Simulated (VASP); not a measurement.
A run of VASP 6.6.1:

File POSCAR:

```
SiC
1.0
    0.0000000000      2.1740000000      2.1740000000
    2.1740000000      0.0000000000      2.1740000000
    2.1740000000      2.1740000000      0.0000000000
Si C
1 1
Direct
   -0.0406570136      0.0000000000      0.0000000000
    0.7500000000      0.7500000000      0.7500000000
```

File INCAR.step1:

```
  PREC = Accurate
  ENCUT = 520
  ISMEAR = 0
  SIGMA = 0.05
  LREAL = False
  LASPH = True
  NELM = 60
  NBANDS = 11
  GGA = PE
  ALGO = Normal
  EDIFF = 1E-4
  LWAVE = True
  LCHARG = False
```

The input INCAR.step2:

```
  PREC = Accurate
  ENCUT = 520
  EDIFF = 1E-6
  ISMEAR = 0
  SIGMA = 0.05
  LREAL = False
  LASPH = True
  NELM = 60
  ALGO = Normal
  ISIF = 2
  LWAVE = False
  LCHARG = False
  METAGGA = R2SCAN
  LMIXTAU = True
  NBANDS = 11
  ISTART = 1
```

The input KPOINTS:

```
Automatic mesh
0
Gamma
  12 12 12
```

Potentials or basis: VASP PAW PBE potentials, release 64 (Si, C).

The run is started by

```bash
$ cat potpaw_PBE.64/Si/POTCAR potpaw_PBE.64/C/POTCAR > POTCAR
$ cp INCAR.step1 INCAR
$ mpirun -np 1 vasp_std > vasp.out
$ cp INCAR.step2 INCAR
$ mpirun -np 1 vasp_std > vasp.out
```

Hardware: 1 thread of Intel(R) Xeon(R) Platinum 8488C (Sapphire Rapids), on a shared host.

Task: Estimate the wall time of this run.

Result: Wall time 3.1 min on 1 thread of Intel(R) Xeon(R) Platinum 8488C (Sapphire Rapids) (shared host), peak memory 0.22 GiB. Counts: k points 476.
